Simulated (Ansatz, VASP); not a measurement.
# One calculation of HgTe, two programs

Contents of POSCAR:

```
HgTe
1.0
    2.8796496999     -3.3073390652      0.0000000000
    2.8796496999      3.3073390652      0.0000000000
    0.0000000000      0.0000000000      5.5619578730
Hg Te
2 2
Direct
    0.3235325388      0.6764674612      0.7500000000
    0.6764674612      0.3235325388      0.2500000000
    0.7700436581      0.2299563419      0.7500000000
    0.2299563419      0.7700436581      0.2500000000
```

The input INCAR.step1:

```
ALGO = Normal
EDIFF = 1E-4
ENCUT = 520
GGA = PE
ISMEAR = 0
LASPH = T
LCHARG = F
LREAL = F
LWAVE = T
NBANDS = 26
NELM = 80
PREC = Accurate
SIGMA = 0.15
```

The input INCAR.step2:

```
ALGO = Normal
EDIFF = 1E-6
ENCUT = 520
ISIF = 2
ISMEAR = 0
ISTART = 1
LASPH = T
LCHARG = F
LMIXTAU = T
LREAL = F
LWAVE = F
METAGGA = R2SCAN
NBANDS = 26
NELM = 80
PREC = Accurate
SIGMA = 0.15
```

The input KPOINTS:

```
k-points
0
Gamma
  12 12 8
```

Input for Ansatz:

```yaml
crystal:
  lattice:
    - [2.8796496999, -3.3073390652, 0.0]
    - [2.8796496999, 3.3073390652, 0.0]
    - [0.0, 0.0, 5.561957873]
  atoms:
    - { symbol: Hg, position: [0.3235325388, 0.6764674612, 0.75] }
    - { symbol: Hg, position: [0.6764674612, 0.3235325388, 0.25] }
    - { symbol: Te, position: [0.7700436581, 0.2299563419, 0.75] }
    - { symbol: Te, position: [0.2299563419, 0.7700436581, 0.25] }
basis:
  ecutwfc: 500
kpoints:
  mp_grid: { grid: [12, 12, 8] }
hamiltonian:
  xc: r2scan
scf:
  occupations: { method: gaussian, width: 0.15 }
output:
  forces: true
  stress: true
  eigenvalues: true
```

Change from the starting cell: strain -0.025 along x and y, -0.050 along z, atoms carried along.

Alike in both runs: task single point; functional r2SCAN; k mesh 12 × 12 × 8; occupations gaussian, width 0.15 eV; no spin polarisation.

|  | VASP | Ansatz |
| --- | --- | --- |
| version | VASP 6.6.1 | Ansatz 0.2.0 |
| potentials or method | VASP PAW PBE potentials, release 64 (Hg, Te), cutoff 520 eV | scalar-relativistic, plane waves, PAW |
| valence electrons in the cell | 36 | 72 |

```csv
,VASP,Ansatz,Ansatz less VASP
gap on the k mesh at the Fermi level (eV),none,none,-
pressure (GPa),7.3,7.0,-0.27
"traceless stress, the component that is largest in VASP (GPa)",2.61,2.53,-0.083
rms of the force components (eV/Å),0.164,0.157,-0.0075
```

VASP's potentials were made for PBE, not for r2SCAN. Atom by atom the forces differ by 0.008 eV/Å (rms over components). A gap of «none» marks a metal or a gap that the smearing closes. VASP's potentials hold 36 valence electrons a cell and Ansatz's 72, so a difference there can come from the potentials and not from the codes.

Spin-orbit coupling is off throughout.
